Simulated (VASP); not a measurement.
# SiC (P1) in VASP: single point with PBE

Aim: the single point of SiC with PBE.

Everything below comes from runs of VASP 6.6.1. Logs are shortened: lines on timing, memory, paths and dates and some standing lists are left out, and cuts for length are marked.

### 1 The cell of the first run

The typed cell holds 24 atoms: a = 6.571 Å, b = 6.394 Å, c = 7.617 Å, α = 85.92°, β = 91.12°, γ = 118.82°.

### 2 Single point, PBE

INCAR reads:

```
  PREC = Accurate
  ENCUT = 520
  EDIFF = 1E-6
  ISMEAR = 0
  SIGMA = 0.1
  LREAL = Auto
  LASPH = True
  NELM = 80
  ALGO = Fast
  ISIF = 2
  LWAVE = False
  LCHARG = False
  GGA = PE
  NBANDS = 66
```

KPOINTS reads:

```
regular mesh
0
Gamma
  6 6 5
```

POSCAR reads:

```
SiC
1.0
   -4.6566650000     -4.6339040000      0.1346410000
   -0.1426340000      4.6412790000      4.3953030000
   -4.4494120000      4.5615950000     -4.1738100000
C Si
12 12
Direct
    0.5405950883      0.9945456749      0.0463766681
    0.3249495088      0.1230099081      0.6902398139
    0.5013303203      0.4825879974      0.9784663605
    0.7429126619      0.6766112704      0.6764580918
    0.7260978880      0.9149239728      0.3610733863
    0.7844908727      0.1320413925      0.9418986866
    0.4652878232      0.4056263683      0.1738117768
    0.7600889317      0.6481752273      0.8870951719
    0.7016400568      0.8626599291      0.5634864730
    0.2562249301      0.9224477390      0.5847626988
    0.5593416157      0.9875033289      0.2574014311
    0.9352560423      0.9567665177      0.2662846919
    0.9380250755      0.9525691988      0.0157634511
    0.8174570010      0.1537288246      0.6908978026
    0.6384400347      0.3114310057      0.3087441530
    0.1903863683      0.2979756806      0.2942234537
    0.9462928628      0.4860141452      0.9516021218
    0.3831057841      0.7243430730      0.6441641574
    0.2090127918      0.9010232555      0.3463362212
    0.3461400354      0.1424480766      0.9411024303
    0.6400287502      0.3756113892      0.5955290061
    0.1994250954      0.3217469770      0.5965799457
    0.0204427824      0.5313626740      0.2463593018
    0.3626910716      0.6830778392      0.9388543189
```

Potentials or basis: VASP PAW PBE potentials, release 64 (C, Si).

Launch:

```
cat potpaw_PBE.64/C/POTCAR potpaw_PBE.64/Si/POTCAR > POTCAR
mpirun -np 1 vasp_std > vasp.out
```

OUTCAR:

```text
PREC = Accurate
   ENCUT = 520
   EDIFF = 1E-6
   ISMEAR = 0
   LREAL = Auto
   LASPH = True
   NELM = 80
   ISIF = 2
   GGA = PE

 ion  position               nearest neighbor table
   1  0.541  0.995  0.046-   6 1.60  11 1.61  24 1.99  20 2.05
   2  0.325  0.123  0.690-  10 1.44  22 1.91  20 1.92  21 2.02
   3  0.501  0.483  0.978-   7 1.52   8 1.64  24 1.90  20 1.95
   4  0.743  0.677  0.676-   9 1.54   8 1.61  21 1.85  18 2.53
   5  0.726  0.915  0.361-  12 1.46   9 1.55  11 1.56
   6  0.784  0.132  0.942-   1 1.60  13 1.91  14 1.92  17 1.99
   7  0.465  0.406  0.174-   3 1.52  15 1.80  16 1.83  20 2.38
   8  0.760  0.648  0.887-   4 1.61   3 1.64  17 1.99  13 2.04
   9  0.702  0.863  0.563-   4 1.54   5 1.55  18 1.93  14 1.96
  10  0.256  0.922  0.585-   2 1.44  19 1.84  18 1.85
  11  0.559  0.988  0.257-   5 1.56   1 1.61  15 1.94  19 2.20
  12  0.935  0.957  0.266-   5 1.46  13 1.91  16 2.04  19 2.07
  13  0.938  0.953  0.016-  12 1.91   6 1.91   8 2.04  20 2.41  14 2.98  16 3.02  17 3.08  19 3.15

  14  0.817  0.154  0.691-   6 1.92   9 1.96  21 2.31  22 2.31  17 2.82  18 2.89  13 2.98
  15  0.638  0.311  0.309-   7 1.80  11 1.94  23 2.25  21 2.25  19 2.78  16 2.90
  16  0.190  0.298  0.294-   7 1.83  12 2.04  23 2.26  22 2.32  19 2.60  15 2.90  13 3.02
  17  0.946  0.486  0.952-   8 1.99   6 1.99  23 2.30  24 2.40  14 2.82  13 3.08
  18  0.383  0.724  0.644-  10 1.85   9 1.93  24 2.24  22 2.31   4 2.53  14 2.89  19 2.92
  19  0.209  0.901  0.346-  10 1.84  12 2.07  11 2.20  23 2.26  16 2.60  15 2.78  18 2.92  13 3.15

  20  0.346  0.142  0.941-   2 1.92   3 1.95   1 2.05   7 2.38  13 2.41  24 2.99  22 3.11  21 3.12

  21  0.640  0.376  0.596-   4 1.85   2 2.02  15 2.25  14 2.31  22 2.75  20 3.12
  22  0.199  0.322  0.597-   2 1.91  14 2.31  18 2.31  16 2.32  21 2.75  20 3.11
  23  0.020  0.531  0.246-  15 2.25  19 2.26  16 2.26  17 2.30  24 3.04
  24  0.363  0.683  0.939-   3 1.90   1 1.99  18 2.24  17 2.40  20 2.99  23 3.04

  LATTYP: Found a triclinic cell.
 ALAT       =     6.3937863333
 B/A-ratio  =     2.1641638836
 C/A-ratio  =     1.0321777620
 COS(alpha) =     0.0020297544
 COS(beta)  =     0.4888917222
 COS(gamma) =     0.7300930366

  Lattice vectors:

 A1 = (  -0.1426340000,   4.6412790000,   4.3953030000)
 A2 = (   0.0646190000,  13.8367780000,   0.0868520000)
 A3 = (  -4.7992990000,   0.0073750000,   4.5299440000)

Analysis of symmetry for initial positions (statically):
=====================================================================
 Subroutine PRICEL returns:
 Original cell was already a primitive cell.

 Routine SETGRP: Setting up the symmetry group for a
 triclinic supercell.

 Subroutine GETGRP returns: Found  1 space group operations
 (whereof  1 operations were pure point group operations)
 out of a pool of  2 trial point group operations.

The static configuration has the point symmetry C_1 .

Analysis of symmetry for dynamics (positions and initial velocities):
=====================================================================
 Subroutine PRICEL returns:
 Original cell was already a primitive cell.

 Routine SETGRP: Setting up the symmetry group for a
 triclinic supercell.

 Subroutine GETGRP returns: Found  1 space group operations
 (whereof  1 operations were pure point group operations)
 out of a pool of  2 trial point group operations.

The dynamic configuration has the point symmetry C_1 .

 Subroutine INISYM returns: Found  1 space group operations
 (whereof  1 operations are pure point group operations),
 and found     1 'primitive' translations

----------------------------------------------------------------------------------------

                                     Primitive cell

  volume of cell :     279.6469

  direct lattice vectors                    reciprocal lattice vectors
    -4.656665000 -4.633904000  0.134641000    -0.140968540 -0.072061748  0.071519931
    -0.142634000  4.641279000  4.395303000    -0.066966092  0.071644318  0.149688677
    -4.449412000  4.561595000 -4.173810000    -0.075067243  0.073121685 -0.079649863

  length of vectors
     6.570823647  6.393786333  7.617486856     0.173724279  0.178952691  0.131628160

  position of ions in fractional coordinates (direct lattice)
     0.540595088  0.994545675  0.046376668
     0.324949509  0.123009908  0.690239814
     0.501330320  0.482587997  0.978466361
     0.742912662  0.676611270  0.676458092
     0.726097888  0.914923973  0.361073386
     0.784490873  0.132041392  0.941898687
[... 16 lines left out ...]
     0.020442782  0.531362674  0.246359302
     0.362691072  0.683077839  0.938854319

  ion indices of the primitive-cell ions
   primitive index   ion index
                 1           1
                 2           2
                 3           3
                 4           4
                 5           5
                 6           6
[... 16 lines left out ...]
                23          23
                24          24

----------------------------------------------------------------------------------------

 KPOINTS: regular mesh

Automatic generation of k-mesh.
 Grid dimensions read from file:
 generate k-points for:    6    6    5

 Generating k-lattice:

  Cartesian coordinates                     Fractional coordinates (reciprocal lattice)
    -0.023494757 -0.012010291  0.011919989     0.166666667  0.000000000  0.000000000
    -0.011161015  0.011940720  0.024948113     0.000000000  0.166666667  0.000000000
    -0.015013449  0.014624337 -0.015929973     0.000000000 -0.000000000  0.200000000

  Length of vectors
     0.028954047  0.029825449  0.026325632

  Shift w.r.t. Gamma in fractional coordinates (k-lattice)
     0.000000000  0.000000000  0.000000000

 Subroutine IBZKPT returns following result:
 ===========================================

 Found     92 irreducible k-points:

 Following reciprocal coordinates:
            Coordinates               Weight
  0.000000  0.000000  0.000000      1.000000
  0.166667  0.000000  0.000000      2.000000
  0.333333 -0.000000  0.000000      2.000000
  0.500000  0.000000  0.000000      1.000000
  0.000000  0.166667  0.000000      2.000000
  0.166667  0.166667  0.000000      2.000000
[... 16 lines left out ...]
  0.333333 -0.000000  0.200000      2.000000
  0.500000  0.000000  0.200000      2.000000
 [... further k-points ...]
   k-points           NKPTS =     92   k-points in BZ     NKDIM =     92   number of bands    NBANDS=     66
   number of dos      NEDOS =    301   number of ions     NIONS =     24
   total plane-waves  NPLWV = 144000
   dimension x,y,z NGX =    50 NGY =   48 NGZ =   60
   dimension x,y,z NGXF=   100 NGYF=   96 NGZF=  120
   ions per type =              12  12
   NGX,Y,Z   is equivalent  to a cutoff of  12.65, 12.48, 13.09 a.u.
   NGXF,Y,Z  is equivalent  to a cutoff of  25.30, 24.96, 26.19 a.u.
 SYSTEM =  unknown system
   PREC   = accura    normal or accurate (medium, high low for compatibility)
   ISTART =      0    job   : 0-new  1-cont  2-samecut
   ICHARG =      2    charge: 1-file 2-atom 10-const
   ISPIN  =      1    spin polarized calculation?
   LNONCOLLINEAR =      F non collinear calculations
   LSORBIT =      F    spin-orbit coupling
   LASPH  =      T    aspherical Exc in radial PAW
   ENCUT  =  520.0 eV  38.22 Ry    6.18 a.u.  12.22 11.89 14.16*2*pi/ulx,y,z
   NELM   =     80;   NELMIN=  2; NELMDL= -5     # of ELM steps
   EDIFF  = 0.1E-05   stopping-criterion for ELM
   LREAL  =      T    real-space projection
   EDIFFG = 0.1E-04   stopping-criterion for IOM
   NSW    =      0    number of steps for IOM
   IBRION =     -1    ionic relax: 0-MD 1-quasi-New 2-CG
   NFREE  =      0    steps in history (QN), initial steepest desc. (CG)
   ISIF   =      2    stress and relaxation
   ISYM   =      2    0-nonsym 1-usesym 2-fastsym
   POTIM  = 0.5000    time-step for ionic-motion
   TEBEG  =    0.0;   TEEND  =   0.0 temperature during run
   PSTRESS=    0.0 pullay stress
   NELECT =      96.0000    total number of electrons
   NUPDOWN=      -1.0000    fix difference up-down
   EMIN   =  10.00;   EMAX   =-10.00  energy-range for DOS
   EFERMI =   0.00;   METHOD = LEGACY
   ISMEAR =     0;   SIGMA  =   0.10  broadening in eV -4-tet -1-fermi 0-gaus
   EFERMI_NEDOS =   21; number of points for ismear=-14 and -15
   IALGO  =     68    algorithm
   IMIX   =      4    mixing-type and parameters
     AMIX     =   0.40;   BMIX     =  1.00
     AMIX_MAG =   1.60;   BMIX_MAG =  1.00
  volume/ion in A,a.u.               =      11.65        78.63
  Fermi-wavevector in a.u.,A,eV,Ry     =   1.146292  2.166178 17.877856  1.313985
  Thomas-Fermi vector in A             =   2.282977
   LORBIT       =      0    0 simple, 1 ext, 2 COOP (PROOUT), +10 PAW based schemes
   GGA     = PE    functional components
   LHFCALC =     F    Hartree Fock is set to
   AEXX    =    0.0000 exact exchange contribution
   IVDW    =     0    specifies the selected vdW correction
   LEPSILON=     F    determine dielectric tensor
   LRPA    =     F    only Hartree local field effects (RPA)
 non-spin polarized calculation
 RMM-DIIS sequential band-by-band and
 Gauss-broadening in eV      SIGMA  =   0.10
  energy-cutoff  :      520.00
  volume of cell :      279.65
 maximum number of plane-waves:      7556
 NGX is ok and might be reduce to    50
   NGX = 25   NGY = 23   NGZ = 29

 number of electron      95.9999999 magnetization

 Free energy of the ion-electron system (eV)
  ---------------------------------------------------
  ext. energy  EPLUGINS =         0.00000000
  ---------------------------------------------------
  free energy    TOTEN  =      -161.80077862 eV

  energy without entropy =     -161.79318123  energy(sigma->0) =     -161.79697992

 E-fermi :   7.9035     XC(G=0): -10.8618

 val. band max:        7.8340833710   @ k =  -0.3333   0.3333   0.4000
 cond. band min:       7.9112443136   @ k =   0.5000   0.5000   0.4000
 fundamental gap:      0.0771609426
 Fermi energy:         7.9034536729

 k-point     1 :       0.0000    0.0000    0.0000
  band No.  band energies     occupation
      1      -9.1151      2.00000
      2      -7.7653      2.00000
      3      -7.4508      2.00000
      4      -7.1355      2.00000
      5      -6.5447      2.00000
      6      -5.3158      2.00000
[... 1501 lines left out ...]
     59      11.5009      0.00000
     60      11.7082      0.00000

 [... further k-points ...]

 [bands above 60 left out]

------------------------ aborting loop because EDIFF is reached ----------------------------------------

  FORCE on cell =-STRESS in cart. coord.  units (eV):
  Direction    XX          YY          ZZ          XY          YZ          ZX
  --------------------------------------------------------------------------------------
  -------------------------------------------------------------------------------------
  Total       -0.1768778     -0.0085491     -0.0431114     -0.0785590     -0.1034567     -0.0263874
  in kB       -1.0133841     -0.0489800     -0.2469974     -0.4500874     -0.5927331     -0.1511809
  external PRESSURE =      -0.4364538 kB  Pullay stress =       0.0000000 kB

 VOLUME and BASIS-vectors are now :
 -----------------------------------------------------------------------------
  energy-cutoff  :      520.00
  volume of cell :      279.65
      direct lattice vectors                 reciprocal lattice vectors
    -4.656665000 -4.633904000  0.134641000    -0.140968540 -0.072061748  0.071519931
    -0.142634000  4.641279000  4.395303000    -0.066966092  0.071644318  0.149688677
    -4.449412000  4.561595000 -4.173810000    -0.075067243  0.073121685 -0.079649863

 POSITION                                       TOTAL-FORCE (eV/Angst)
 -----------------------------------------------------------------------------------
     -2.86558      2.32245      4.25055        -0.007528     -0.004369     -0.013457
     -4.60189      2.21373     -2.29651        -0.030736      0.047864     -0.005110
     -6.75696      4.38008     -1.89531         0.018667     -0.018186      0.001852
     -6.56584      2.78348      0.25053         0.012390     -0.007503      0.018368
     -5.11826      2.52882      2.61208         0.025245      0.010956     -0.018610
     -7.86284      1.27415     -3.24532         0.002030     -0.003703      0.017287
[... 16 lines left out ...]
     -1.26714      3.49526      1.31000         0.021247     -0.005256      0.006032
     -5.96371      5.77235     -0.86743         0.026959      0.003546      0.005969
 -----------------------------------------------------------------------------------
    total drift:                               -0.028145      0.010594      0.006012

  FREE ENERGIE OF THE ION-ELECTRON SYSTEM (eV)
  ---------------------------------------------------
  free  energy   TOTEN  =      -161.8007786166 eV

  energy  without entropy=     -161.7931812318  energy(sigma->0) =     -161.79697992
```

It took 69 min on 1 thread of Oxide Virtual Turin-like, shared host; peak memory 1 GiB.

Results:

```yaml
Free_energy: -161.8008 eV
Pressure: 0.0 GPa
Largest_force: 0.057 eV/Å
Band_gap_on_the_k_mesh: 0.03 eV (least direct gap 0.11 eV)
```

Forces on the atoms (eV/Å):
```
C   -0.008 -0.004 -0.013
C   -0.031  0.048 -0.005
C    0.019 -0.018  0.002
C    0.012 -0.008  0.018
C    0.025  0.011 -0.019
C    0.002 -0.004  0.017
C   -0.030  0.014 -0.035
C   -0.025  0.003  0.004
C   -0.005  0.020 -0.018
C    0.017 -0.032 -0.013
C   -0.003 -0.012 -0.008
C   -0.005 -0.018  0.026
Si  -0.013 -0.019  0.009
Si  -0.001  0.014 -0.012
Si  -0.007  0.005  0.024
Si   0.013  0.008  0.003
Si  -0.024 -0.008 -0.013
Si  -0.005  0.009  0.015
Si  -0.004 -0.003 -0.002
Si   0.026  0.017 -0.003
Si  -0.002 -0.016  0.001
Si   0.001 -0.005  0.010
Si   0.021 -0.005  0.006
Si   0.027  0.004  0.006
```

Levels at points of the mesh, in eV from the valence-band top:
| k point | band 45 | band 46 | band 47 | band 48 | band 49 | band 50 | band 51 | band 52 |
| --- | --- | --- | --- | --- | --- | --- | --- | --- |
| (0.00, 0.00, 0.00) | -1.06 | -0.74 | -0.36 | -0.32 | 0.35 | 0.55 | 1.02 | 1.13 |
| (0.50, 0.00, 0.00) | -1.32 | -0.88 | -0.56 | -0.33 | 0.33 | 0.87 | 1.65 | 1.82 |
| (0.00, 0.50, 0.00) | -1.19 | -1.01 | -0.73 | -0.33 | 0.21 | 0.54 | 1.00 | 1.79 |
| (0.50, 0.50, 0.00) | -1.14 | -0.62 | -0.48 | -0.14 | 0.10 | 0.80 | 1.32 | 1.73 |

Caveat: the smearing spreads over this small gap; semilocal functionals underestimate gaps, and a narrow one can read as zero.

The gap in the log of VASP goes by the Fermi energy; the results here count the filled bands.